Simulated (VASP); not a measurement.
# BaSi3 (Pm-3m) in VASP: further runs, part 2 of 2

VASP 6.6.1.

### 3 Single point, PBE (22.60 Å³/atom)

The input, INCAR:

```
SYSTEM = BaSi3
PREC     = Accurate       ! precision mode
ENCUT    = 520            ! plane-wave cutoff, eV
EDIFF    = 1E-6           ! SCF threshold, eV
ISMEAR   = 0              ! smearing method
SIGMA    = 0.05           ! smearing width, eV
LREAL    = .False.        ! projectors in reciprocal space
LASPH    = .True.         ! aspherical terms in the spheres
NELM     = 60             ! most SCF steps
ALGO     = Normal         ! electronic algorithm
ISIF     = 2              ! what is computed and relaxed
LWAVE    = .False.        ! write WAVECAR
LCHARG   = .False.        ! write CHGCAR
GGA      = PE             ! functional
NBANDS   = 19             ! bands
```

The input, KPOINTS:

```
regular mesh
0
Gamma
  6 6 6
  0 0 0
```

The input, POSCAR:

```
BaSi3
1.0
    4.4879836367      0.0000000000      0.0000000000
    0.0000000000      4.4879836367      0.0000000000
    0.0000000000      0.0000000000      4.4879836367
Ba Si
1 3
Direct
    0.0000000000      0.0000000000      0.0000000000
    0.0000000000      0.5000000000      0.5000000000
    0.5000000000      0.5000000000      0.0000000000
    0.5000000000      0.0000000000      0.5000000000
```

Potentials or basis: VASP PAW PBE potentials, release 64 (Ba_sv, Si).

Command:

```
> cat potpaw_PBE.64/Ba_sv/POTCAR potpaw_PBE.64/Si/POTCAR > POTCAR
> mpirun -np 1 vasp_std > vasp.out
```

OUTCAR:

```text
SYSTEM = BaSi3
   PREC = Accurate
   ENCUT = 520
   EDIFF = 1E-6
   ISMEAR = 0
   LREAL = .False.
   LASPH = .True.
   NELM = 60
   ISIF = 2
   GGA = PE

 ion  position               nearest neighbor table
   1  0.000  0.000  0.000-   2 3.17   3 3.17   4 3.17   2 3.17   4 3.17   2 3.17   3 3.17   2 3.17
                             3 3.17   4 3.17   4 3.17   3 3.17
   2  0.000  0.500  0.500-   1 3.17   1 3.17   1 3.17   1 3.17
   3  0.500  0.500  0.000-   1 3.17   1 3.17   1 3.17   1 3.17
   4  0.500  0.000  0.500-   1 3.17   1 3.17   1 3.17   1 3.17

  LATTYP: Found a simple cubic cell.
[... 633 lines left out ...]
  --------------------------------------------------------------------------------------
  -------------------------------------------------------------------------------------
  Total        0.4358075      0.4358075      0.4358075      0.0000000     -0.0000000     -0.0000000
  in kB        7.7241642      7.7241642      7.7241642      0.0000000     -0.0000000     -0.0000000
  external PRESSURE =       7.7241642 kB  Pullay stress =       0.0000000 kB

 VOLUME and BASIS-vectors are now :
 -----------------------------------------------------------------------------
  energy-cutoff  :      520.00
  volume of cell :       90.40
      direct lattice vectors                 reciprocal lattice vectors
     4.487983637  0.000000000  0.000000000     0.222817212  0.000000000  0.000000000
     0.000000000  4.487983637  0.000000000     0.000000000  0.222817212  0.000000000
     0.000000000  0.000000000  4.487983637     0.000000000  0.000000000  0.222817212

 POSITION                                       TOTAL-FORCE (eV/Angst)
 -----------------------------------------------------------------------------------
      0.00000      0.00000      0.00000         0.000000      0.000000      0.000000
      0.00000      2.24399      2.24399         0.000000      0.000000      0.000000
      2.24399      2.24399      0.00000         0.000000      0.000000      0.000000
      2.24399      0.00000      2.24399         0.000000      0.000000      0.000000
 -----------------------------------------------------------------------------------
    total drift:                               -0.000000     -0.000000      0.000000

  FREE ENERGIE OF THE ION-ELECTRON SYSTEM (eV)
  ---------------------------------------------------
  free  energy   TOTEN  =       -16.5346470442 eV

  energy  without entropy=      -16.5294354877  energy(sigma->0) =      -16.53204127
```

OSZICAR:

```text
N       E                     dE             d eps       ncg     rms          rms(c)
DAV:   1     0.800001010061E+02    0.80000E+02   -0.93899E+03   760   0.101E+03
DAV:   2    -0.111970499362E+02   -0.91197E+02   -0.88393E+02   984   0.160E+02
DAV:   3    -0.167501260291E+02   -0.55531E+01   -0.54807E+01  1026   0.370E+01
DAV:   4    -0.168668756743E+02   -0.11675E+00   -0.11660E+00  1063   0.552E+00
DAV:   5    -0.168689233121E+02   -0.20476E-02   -0.20471E-02  1034   0.582E-01    0.863E+00
DAV:   6    -0.165916800607E+02    0.27724E+00   -0.36466E-01   956   0.239E+00    0.472E+00
DAV:   7    -0.165367090929E+02    0.54971E-01   -0.31594E-01   983   0.239E+00    0.713E-01
DAV:   8    -0.165350332243E+02    0.16759E-02   -0.46847E-02   903   0.125E+00    0.172E-01
DAV:   9    -0.165345944303E+02    0.43879E-03   -0.25322E-03   938   0.298E-01    0.114E-01
DAV:  10    -0.165347058523E+02   -0.11142E-03   -0.63562E-04  1018   0.128E-01    0.381E-02
DAV:  11    -0.165346475007E+02    0.58352E-04   -0.20700E-04   921   0.792E-02    0.895E-03
DAV:  12    -0.165346473302E+02    0.17049E-06   -0.21128E-05   994   0.214E-02    0.437E-03
DAV:  13    -0.165346470442E+02    0.28601E-06   -0.76068E-07   568   0.570E-03
   1 F= -.16534647E+02 E0= -.16532041E+02  d E =-.521156E-02
```

stdout:

```text
POSCAR found type information on POSCAR BaSi
 POSCAR found :  2 types and       4 ions
 scaLAPACK will be used
 LDA part: xc-table for (Slater+PW92), standard interpolation
 POSCAR, INCAR and KPOINTS ok, starting setup
 FFT: planning ... GRIDC
 FFT: planning ... GRID_SOFT
 FFT: planning ... GRID
 WAVECAR not read
 entering main loop
```

Run time: 22 s. Hardware: 1 thread of Intel Xeon Platinum 8559C (Emerald Rapids), shared host; peak memory 0.21 GiB.

What came out:

```
Free energy            : -16.5346 eV
Pressure               : 0.8 GPa
Band gap on the k mesh : zero (bands 11 and 12 overlap by 2.02 eV)
```

Caveat: spin-orbit coupling is left out, which moves the levels of the heavy elements.

### 4 Single point, PBE-based global hybrid with 35 % exact exchange

POSCAR is that of step 3.

The input, INCAR.step1:

```
SYSTEM = BaSi3
ALGO = Normal ; EDIFF = 1E-5
ENCUT = 520 ; GGA = PE
ISIF = 2 ; ISMEAR = 0
LASPH = .TRUE. ; LCHARG = .FALSE.
LREAL = .FALSE. ; LWAVE = .TRUE.
NBANDS = 19 ; NELM = 80
PREC = Accurate ; SIGMA = 0.05
```

The input, INCAR.step2:

```
SYSTEM = BaSi3
AEXX = 0.35 ; ALGO = Normal
EDIFF = 1E-6 ; ENCUT = 520
GGA = PE ; ISIF = 2
ISMEAR = 0 ; ISTART = 1
LASPH = .TRUE. ; LCHARG = .FALSE.
LHFCALC = .TRUE. ; LREAL = .FALSE.
LWAVE = .FALSE. ; NBANDS = 19
NELM = 80 ; PREC = Accurate
PRECFOCK = Normal ; SIGMA = 0.05
```

The input, KPOINTS:

```
k-points
0
G
  4 4 4
  0 0 0
```

Command:

```
> cat potpaw_PBE.64/Ba_sv/POTCAR potpaw_PBE.64/Si/POTCAR > POTCAR
> cp INCAR.step1 INCAR
> mpirun -np 1 vasp_std > vasp.out
> cp INCAR.step2 INCAR
> mpirun -np 1 vasp_std > vasp.out
```

It took 16 min on 1 thread of Intel Xeon Platinum 8559C (Emerald Rapids), shared host; peak memory 0.23 GiB.

Results (log left out):

```
Free energy            : -21.3994 eV
Pressure               : -2.5 GPa
Band gap on the k mesh : zero (bands 11 and 12 overlap by 2.91 eV)
```

Levels at points of the mesh, in eV from the Fermi level:
| k point | band 8 | band 9 | band 10 | band 11 | band 12 | band 13 | band 14 | band 15 |
| --- | --- | --- | --- | --- | --- | --- | --- | --- |
| (0.00, 0.00, 0.00) | -3.31 | -3.31 | -3.31 | 1.90 | 1.90 | 1.90 | 3.41 | 3.41 |
| (0.50, 0.00, 0.00) | -3.88 | -3.88 | -2.88 | 0.39 | 0.39 | 1.17 | 1.47 | 3.91 |
| (0.50, 0.50, 0.00) | -5.47 | -2.36 | -2.36 | -1.57 | -1.01 | 1.41 | 1.41 | 4.51 |
| (0.50, 0.50, 0.50) | -6.49 | -3.03 | -3.03 | -3.03 | 5.08 | 5.94 | 5.94 | 5.94 |

Caveat: the PAW data sets were made with another functional, which shifts forces and pressure a little; spin-orbit coupling is left out, which moves the levels of the heavy elements.

### 5 Single point, r2SCAN50

POSCAR is that of step 4.

The input, INCAR.step1:

```
PREC = Accurate
ENCUT = 520
EDIFF = 1E-5
ISMEAR = 0
SIGMA = 0.05
LREAL = False
LASPH = True
NELM = 60
ALGO = Normal
ISIF = 2
LWAVE = True
LCHARG = False
GGA = PE
NBANDS = 19
```

The input, INCAR.step2:

```
PREC = Accurate
ENCUT = 520
EDIFF = 1E-6
ISMEAR = 0
SIGMA = 0.05
LREAL = False
LASPH = True
NELM = 60
ALGO = Normal
ISIF = 2
LWAVE = False
LCHARG = False
METAGGA = R2SCAN
LHFCALC = True
AEXX = 0.5
LMIXTAU = True
PRECFOCK = Normal
ISTART = 1
NBANDS = 19
```

The input, KPOINTS:

```
Automatic mesh
0
Gamma
  4 4 4
```

Command:

```
> cat potpaw_PBE.64/Ba_sv/POTCAR potpaw_PBE.64/Si/POTCAR > POTCAR
> cp INCAR.step1 INCAR
> mpirun -np 1 vasp_std > vasp.out
> cp INCAR.step2 INCAR
> mpirun -np 1 vasp_std > vasp.out
```

It took 20 min on 1 thread of Intel Xeon Platinum 8559C (Emerald Rapids), shared host; peak memory 0.24 GiB.

It converged, with:

| Item | Value |
| --- | --- |
| Free energy | -41.0025 eV |
| Pressure | -2.6 GPa |
| Band gap on the k mesh | zero (bands 11 and 12 overlap by 3.47 eV) |

Levels at points of the mesh, in eV from the Fermi level:
```csv
k point,band 9,band 10,band 11,band 12,band 13,band 14
"(0.00, 0.00, 0.00)",-3.99,-3.99,2.05,2.05,2.05,3.70
"(0.50, 0.00, 0.00)",-4.57,-3.41,0.34,0.34,1.26,1.67
"(0.50, 0.50, 0.00)",-2.89,-2.89,-1.99,-1.42,1.51,1.51
"(0.50, 0.50, 0.50)",-3.75,-3.75,-3.75,5.49,6.47,6.47
```

Caveat: the PAW data sets were made with another functional, which shifts forces and pressure a little; spin-orbit coupling is left out, which moves the levels of the heavy elements.

### 6 The runs side by side

```tsv
level	k mesh	grid for exact exchange (PRECFOCK)	share of exact exchange	gap on the mesh (eV)	pressure (GPa)
PBE	4 × 4 × 4	-	-	none	-0.4
PBE	6 × 6 × 6	-	-	none	0.8
PBE-based global hybrid with 35 % exact exchange	4 × 4 × 4	Normal	0.35	none	-2.5
r2SCAN50	4 × 4 × 4	Normal	0.5	none	-2.6
```

Alike in all rows: task single point; potentials or basis VASP PAW PBE potentials, release 64 (Ba_sv, Si); no spin polarisation; cell as given; cutoff (eV) 520; smearing gaussian 0.05 eV.

The pressure there spans -2.6 GPa (r2SCAN50) to 0.8 GPa (PBE); a positive pressure means that this level wants a larger cell, a negative one a smaller.

Caveats: spin-orbit coupling is left out, which moves the levels of the heavy elements; the PAW data sets were made with another functional, which shifts forces and pressure a little (at least some runs).

Total energies depend on the potentials used, so only differences within one code and one set of settings carry meaning.
